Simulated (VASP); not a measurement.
# Cd (P6_3/mmc) in VASP: further runs

Cd is run at these levels: RPBE, PBE; tasks: single point.

Everything below comes from runs of VASP 6.6.1. Logs are shortened: lines on timing, memory, paths and dates and some standing lists are left out, and cuts for length are marked.

### Step 1. The cell of the first run

The structure is hexagonal, space group P6_3/mmc (No. 194). The conventional cell has a = 2.979 Å, b = 2.979 Å, c = 5.618 Å, α = 90.00°, β = 90.00°, γ = 120.00°. Within 3.9 Å of Cd (site symmetry -6m2) lie 12 Cd at 2.98 to 3.29 Å.

### Step 2. Single point, RPBE

Input file INCAR:

```
PREC = Accurate
ENCUT = 500
EDIFF = 1E-6
ISMEAR = 0
SIGMA = 0.1
LREAL = False
LASPH = True
NELM = 120
ALGO = Normal
ISIF = 2
LWAVE = False
LCHARG = False
GGA = RP
NBANDS = 19
GGA_COMPAT = False
```

Input file KPOINTS:

```
regular mesh
0
Gamma
  6 6 4
```

Input file POSCAR:

```
Cd
1.0
    2.9788725081      0.0000000000      0.0000000000
   -1.4894362540      2.5797792666      0.0000000000
    0.0000000000      0.0000000000      5.6176500000
Cd
2
Direct
    0.3333333333      0.6666666667      0.2500000000
    0.6666666667      0.3333333333      0.7500000000
```

Potentials or basis: VASP PAW PBE potentials, release 64 (Cd).

Run with:

```console
> cat potpaw_PBE.64/Cd/POTCAR > POTCAR
> mpirun -np 1 vasp_std > vasp.out
```

OUTCAR:

```text
PREC = Accurate
   ENCUT = 500
   EDIFF = 1E-6
   ISMEAR = 0
   LREAL = False
   LASPH = True
   NELM = 120
   ISIF = 2
   GGA = RP

 ion  position               nearest neighbor table
   1  0.333  0.667  0.250-   2 3.29   2 3.29   2 3.29   2 3.29   2 3.29   2 3.29
   2  0.667  0.333  0.750-   1 3.29   1 3.29   1 3.29   1 3.29   1 3.29   1 3.29

  LATTYP: Found a hexagonal cell.
 ALAT       =     2.9788725081
 C/A-ratio  =     1.8858309594

  Lattice vectors:

 A1 = (   2.9788725081,   0.0000000000,   0.0000000000)
 A2 = (  -1.4894362540,   2.5797792666,   0.0000000000)
 A3 = (   0.0000000000,   0.0000000000,   5.6176500000)

Analysis of symmetry for initial positions (statically):
=====================================================================
 Subroutine PRICEL returns:
 Original cell was already a primitive cell.

 Routine SETGRP: Setting up the symmetry group for a
 hexagonal supercell.

 Subroutine GETGRP returns: Found 24 space group operations
 (whereof 12 operations were pure point group operations)
 out of a pool of 24 trial point group operations.

The static configuration has the point symmetry D_3d.
 The point group associated with its full space group is D_6h.

Analysis of symmetry for dynamics (positions and initial velocities):
=====================================================================
 Subroutine PRICEL returns:
 Original cell was already a primitive cell.

 Routine SETGRP: Setting up the symmetry group for a
 hexagonal supercell.

 Subroutine GETGRP returns: Found 24 space group operations
 (whereof 12 operations were pure point group operations)
 out of a pool of 24 trial point group operations.

The dynamic configuration has the point symmetry D_3d.
 The point group associated with its full space group is D_6h.

 Subroutine INISYM returns: Found 24 space group operations
 (whereof 12 operations are pure point group operations),
 and found     1 'primitive' translations

----------------------------------------------------------------------------------------

                                     Primitive cell

  volume of cell :      43.1707
[... 76 lines left out ...]
   PREC   = accura    normal or accurate (medium, high low for compatibility)
   ISTART =      0    job   : 0-new  1-cont  2-samecut
   ICHARG =      2    charge: 1-file 2-atom 10-const
   ISPIN  =      1    spin polarized calculation?
   LNONCOLLINEAR =      F non collinear calculations
   LSORBIT =      F    spin-orbit coupling
   LASPH  =      T    aspherical Exc in radial PAW
   ENCUT  =  500.0 eV  36.75 Ry    6.06 a.u.   5.43  5.43 10.24*2*pi/ulx,y,z
   NELM   =    120;   NELMIN=  2; NELMDL= -5     # of ELM steps
   EDIFF  = 0.1E-05   stopping-criterion for ELM
   LREAL  =      F    real-space projection
   EDIFFG = 0.1E-04   stopping-criterion for IOM
   NSW    =      0    number of steps for IOM
   IBRION =     -1    ionic relax: 0-MD 1-quasi-New 2-CG
   NFREE  =      0    steps in history (QN), initial steepest desc. (CG)
   ISIF   =      2    stress and relaxation
   ISYM   =      2    0-nonsym 1-usesym 2-fastsym
   POTIM  = 0.5000    time-step for ionic-motion
   TEBEG  =    0.0;   TEEND  =   0.0 temperature during run
   PSTRESS=    0.0 pullay stress
   NELECT =      24.0000    total number of electrons
   NUPDOWN=      -1.0000    fix difference up-down
   EMIN   =  10.00;   EMAX   =-10.00  energy-range for DOS
   EFERMI =   0.00;   METHOD = LEGACY
   ISMEAR =     0;   SIGMA  =   0.10  broadening in eV -4-tet -1-fermi 0-gaus
   EFERMI_NEDOS =   21; number of points for ismear=-14 and -15
   IALGO  =     38    algorithm
   IMIX   =      4    mixing-type and parameters
     AMIX     =   0.40;   BMIX     =  1.00
     AMIX_MAG =   1.60;   BMIX_MAG =  1.00
  volume/ion in A,a.u.               =      21.59       145.67
  Fermi-wavevector in a.u.,A,eV,Ry     =   1.346115  2.543789 24.654109  1.812026
  Thomas-Fermi vector in A             =   2.473973
   LORBIT       =      0    0 simple, 1 ext, 2 COOP (PROOUT), +10 PAW based schemes
   GGA     = RP    functional components
   LHFCALC =     F    Hartree Fock is set to
   AEXX    =    0.0000 exact exchange contribution
   IVDW    =     0    specifies the selected vdW correction
   LEPSILON=     F    determine dielectric tensor
   LRPA    =     F    only Hartree local field effects (RPA)
 non-spin polarized calculation
 Gauss-broadening in eV      SIGMA  =   0.10
  energy-cutoff  :      500.00
  volume of cell :       43.17
 maximum number of plane-waves:      1130
 NGX is ok and might be reduce to    24
   NGX = 11   NGY = 11   NGZ = 21

 number of electron      23.9999993 magnetization

 Free energy of the ion-electron system (eV)
  ---------------------------------------------------
  ext. energy  EPLUGINS =         0.00000000
  ---------------------------------------------------
  free energy    TOTEN  =        -0.59788325 eV

  energy without entropy =       -0.59429657  energy(sigma->0) =       -0.59608991

 E-fermi :   3.4498     XC(G=0): -10.9043

 val. band max:        3.2401594562   @ k =   0.5000  -0.0000   0.5000
 cond. band min:       3.4812025493   @ k =   0.3333   0.3333   0.2500
 fundamental gap:      0.2410430931
 Fermi energy:         3.4498330361

 k-point     1 :       0.0000    0.0000    0.0000
  band No.  band energies     occupation
      1      -6.7857      2.00000
      2      -6.5203      2.00000
      3      -6.1679      2.00000
      4      -6.1679      2.00000
      5      -6.1171      2.00000
      6      -6.1171      2.00000
[... 439 lines left out ...]
      6      -5.9657      2.00000
[... 11 lines left out ...]
     18      13.0724      0.00000
     19      15.1363      0.00000

------------------------ aborting loop because EDIFF is reached ----------------------------------------

  FORCE on cell =-STRESS in cart. coord.  units (eV):
  Direction    XX          YY          ZZ          XY          YZ          ZX
  --------------------------------------------------------------------------------------
  -------------------------------------------------------------------------------------
  Total        2.0150533      2.0150533      1.5834441      0.0000000      0.0000000      0.0000000
  in kB       74.7838757     74.7838757     58.7657366      0.0000000      0.0000000      0.0000000
  external PRESSURE =      69.4444960 kB  Pullay stress =       0.0000000 kB

 VOLUME and BASIS-vectors are now :
 -----------------------------------------------------------------------------
  energy-cutoff  :      500.00
  volume of cell :       43.17
      direct lattice vectors                 reciprocal lattice vectors
     2.978872508  0.000000000  0.000000000     0.335697482  0.193815032  0.000000000
    -1.489436254  2.579779267  0.000000000     0.000000000  0.387630063  0.000000000
     0.000000000  0.000000000  5.617650000     0.000000000  0.000000000  0.178010378

 POSITION                                       TOTAL-FORCE (eV/Angst)
 -----------------------------------------------------------------------------------
     -0.00000      1.71985      1.40441         0.000000     -0.000000      0.000000
      1.48944      0.85993      4.21324        -0.000000      0.000000      0.000000
 -----------------------------------------------------------------------------------
    total drift:                                0.000000     -0.000000      0.000000

  FREE ENERGIE OF THE ION-ELECTRON SYSTEM (eV)
  ---------------------------------------------------
  free  energy   TOTEN  =        -0.5978832490 eV

  energy  without entropy=       -0.5942965662  energy(sigma->0) =       -0.59608991
```

OSZICAR:

```text
N       E                     dE             d eps       ncg     rms          rms(c)
DAV:   1     0.173883120582E+03    0.17388E+03   -0.12858E+04   798   0.123E+03
DAV:   2     0.337235113808E+01   -0.17051E+03   -0.16502E+03   840   0.329E+02
DAV:   3    -0.644982571720E+00   -0.40173E+01   -0.40071E+01   922   0.578E+01
DAV:   4    -0.651708720134E+00   -0.67261E-02   -0.67259E-02   895   0.225E+00
DAV:   5    -0.651729657181E+00   -0.20937E-04   -0.20937E-04   910   0.120E-01    0.478E+00
DAV:   6    -0.594024228743E+00    0.57705E-01   -0.16599E-01   876   0.486E+00    0.369E+00
DAV:   7    -0.596719419686E+00   -0.26952E-02   -0.31465E-02   894   0.174E+00    0.134E+00
DAV:   8    -0.597747677144E+00   -0.10283E-02   -0.43228E-03   853   0.793E-01    0.912E-02
DAV:   9    -0.597828592142E+00   -0.80915E-04   -0.35544E-05   926   0.563E-02    0.340E-02
DAV:  10    -0.597883419183E+00   -0.54827E-04   -0.57395E-05   862   0.697E-02    0.419E-03
DAV:  11    -0.597883249024E+00    0.17016E-06   -0.86681E-08   552   0.329E-03
   1 F= -.59788325E+00 E0= -.59608991E+00  d E =-.358668E-02
```

It took 24 s on 1 thread of Intel Xeon 8259CL, shared host; peak memory 0.16 GiB.

What came out:

```
Free energy            : -0.5979 eV
Pressure               : 6.9 GPa
Band gap on the k mesh : zero (bands 12 and 13 overlap by 4.05 eV)
```

Caveat: the k points lie up to 0.41 Å⁻¹ apart, too coarse for converged energies and pressures of a metal; the PAW data sets were made with another functional, which shifts forces and pressure a little.

### Step 3. Single point, RPBE

Input file INCAR:

```
SYSTEM = Cd
PREC     = Accurate       ! precision mode
ENCUT    = 500            ! plane-wave cutoff, eV
EDIFF    = 1E-6           ! SCF threshold, eV
ISMEAR   = 0              ! smearing method
SIGMA    = 0.1            ! smearing width, eV
LREAL    = .FALSE.        ! projectors in reciprocal space
LASPH    = .TRUE.         ! aspherical terms in the spheres
NELM     = 120            ! most SCF steps
ALGO     = Normal         ! electronic algorithm
ISIF     = 2              ! what is computed and relaxed
LWAVE    = .FALSE.        ! write WAVECAR
LCHARG   = .TRUE.         ! write CHGCAR
GGA      = RP             ! functional
LELF     = .TRUE.         ! ELF
LVHAR    = .TRUE.       
NBANDS   = 19             ! bands
GGA_COMPAT= .FALSE.
```

Input file KPOINTS:

```
Automatic mesh
0
G
  6 6 4
  0 0 0
```

POSCAR is that of step 2.

Potentials or basis: VASP PAW PBE potentials, release 64 (Cd).

Run with:

```console
> cat potpaw_PBE.64/Cd/POTCAR > POTCAR
> mpirun -np 1 vasp_std > vasp.out
```

Wall time 30 s (1 thread of Intel Xeon 8259CL, shared host); peak memory 0.16 GiB.

The run converged. Its results:

- Free energy: -0.5979 eV
- Pressure: 6.9 GPa
- Band gap on the k mesh: zero (bands 12 and 13 overlap by 4.05 eV)

Stress tensor (GPa, compression positive):
```
7.48 0.00 0.00
0.00 7.48 0.00
0.00 0.00 5.88
```

Levels at points of the mesh, in eV from the Fermi level:
```csv
k point,band 8,band 9,band 10,band 11,band 12,band 13,band 14,band 15,band 16,band 17
"(0.00, 0.00, 0.00)",-9.09,-9.09,-8.84,-8.84,-3.36,-3.33,10.27,14.08,14.54,14.62
"(0.50, 0.00, 0.00)",-8.87,-8.59,-8.56,-2.66,-2.15,1.69,2.73,2.90,4.91,8.10
"(0.00, 0.00, 0.50)",-8.95,-8.95,-8.95,-7.68,-7.68,3.41,3.41,14.42,14.42,15.56
"(0.50, 0.00, 0.50)",-8.85,-8.57,-8.57,-1.86,-1.86,-0.21,-0.21,7.81,7.81,9.73
```

Caveat: the k points lie up to 0.41 Å⁻¹ apart, too coarse for converged energies and pressures of a metal; the PAW data sets were made with another functional, which shifts forces and pressure a little.

### Step 4. Single point, PBE

Input file INCAR:

```
PREC = Accurate
ENCUT = 500
EDIFF = 1E-6
ISMEAR = -4
SIGMA = 0.1
LREAL = False
LASPH = True
NELM = 120
ALGO = Normal
ISIF = 2
LWAVE = False
LCHARG = True
GGA = PE
LELF = True
LVHAR = True
NBANDS = 19
GGA_COMPAT = False
```

Input file KPOINTS:

```
Automatic mesh
0
Gamma
  6 6 4
```

Input file POSCAR:

```
Cd
1.0
    2.9788725081      0.0000000000      0.0000000000
   -1.4894362540      2.5797792666      0.0000000000
    0.0000000000      0.0000000000      5.6176500000
Cd
2
Direct
    0.6383333333      0.7566666667      0.3060000000
    0.9716666667      0.4233333333      0.8060000000
```

Run with:

```console
> cat potpaw_PBE.64/Cd/POTCAR > POTCAR
> mpirun -np 1 vasp_std > vasp.out
```

It took 30 s on 1 thread of Intel Xeon 8259CL, shared host; peak memory 0.16 GiB.

It converged, with:

| Quantity | Value |
| --- | --- |
| Free energy | -1.1989 eV |
| Pressure | 4.3 GPa |
| Band gap on the k mesh | zero (bands 12 and 13 overlap by 4.07 eV) |

Stress tensor (GPa, compression positive):
```
4.87 0.00 0.00
0.00 4.87 0.00
0.00 0.00 3.11
```

Levels at points of the mesh, in eV from the Fermi level:
```tsv
k point	band 9	band 10	band 11	band 12	band 13	band 14	band 15	band 16
(0.00, 0.00, 0.00)	-8.75	-8.50	-8.50	-3.06	-3.04	10.55	14.46	14.87
(0.50, 0.00, 0.00)	-8.22	-8.20	-2.35	-1.85	1.99	3.01	3.18	5.23
(0.00, 0.00, 0.50)	-8.61	-8.61	-7.39	-7.39	3.70	3.70	14.78	14.78
(0.50, 0.00, 0.50)	-8.21	-8.21	-1.54	-1.54	0.08	0.08	8.09	8.09
```

Caveat: the k points lie up to 0.41 Å⁻¹ apart, too coarse for converged energies and pressures of a metal.

### Step 5. Single point, PBE

Input file INCAR:

```
PREC = Accurate ; ENCUT = 500
EDIFF = 1E-6 ; ISMEAR = 0
SIGMA = 0.1 ; LREAL = F
LASPH = T ; NELM = 120
ALGO = Normal ; ISIF = 2
LWAVE = F ; LCHARG = F
GGA = PE ; NBANDS = 19
GGA_COMPAT = F
```

Input file KPOINTS:

```
regular mesh
0
Gamma
  6 6 4
```

Input file POSCAR:

```
Cd
1.0
    2.9856947294      0.0000000000      0.0000000000
   -1.4928473647      2.5856874836      0.0000000000
    0.0000000000      0.0000000000      5.5920070128
Cd
2
Direct
    0.3333333333      0.6666666667      0.2500000000
    0.6666666667      0.3333333333      0.7500000000
```

Run with:

```console
> cat potpaw_PBE.64/Cd/POTCAR > POTCAR
> mpirun -np 1 vasp_std > vasp.out
```

Run time: 28 s. Hardware: 1 thread of Intel Xeon 8259CL, shared host; peak memory 0.16 GiB.

Results (log left out):

- Free energy: -1.4428 eV
- Pressure: 4.2 GPa
- Band gap on the k mesh: zero (bands 12 and 13 overlap by 3.97 eV)

Stress tensor (GPa, compression positive):
```
4.20 0.00 0.00
0.00 4.20 0.00
0.00 0.00 4.08
```

Levels at points of the mesh, in eV from the Fermi level:
```
           k point  band 10  band 11  band 12  band 13  band 14  band 15
(0.00, 0.00, 0.00)    -8.74    -8.74    -3.28    -3.22    10.48    14.13
(0.50, 0.00, 0.00)    -8.47    -2.63    -2.14     1.75     2.77     2.94
(0.00, 0.00, 0.50)    -8.85    -7.63    -7.63     3.56     3.56    14.45
(0.50, 0.00, 0.50)    -8.48    -1.81    -1.81    -0.20    -0.20     7.91
```

Caveat: the k points lie up to 0.40 Å⁻¹ apart, too coarse for converged energies and pressures of a metal.

### Step 6. Summary

```tsv
level	cell	smearing	gap on the mesh (eV)	pressure (GPa)
RPBE	a = 2.979, b = 2.979, c = 5.618 Å, angles 90.0, 90.0, 120.0°, 2 atoms	gaussian 0.1 eV	none	6.9
PBE	a = 2.979, b = 2.979, c = 5.618 Å, angles 90.0, 90.0, 120.0°, 2 atoms	tetrahedron	none	4.3
PBE	a = 2.986, b = 2.986, c = 5.592 Å, angles 90.0, 90.0, 120.0°, 2 atoms	gaussian 0.1 eV	none	4.2
```

Alike in all rows: task single point; potentials or basis VASP PAW PBE potentials, release 64 (Cd); no spin polarisation; k mesh 6 × 6 × 4; cutoff (eV) 500.

Caveats: all runs use coarse meshes; the PAW data sets were made with another functional, which shifts forces and pressure a little (at least some runs).

Total energies depend on the potentials used, so only differences within one code and one set of settings carry meaning.
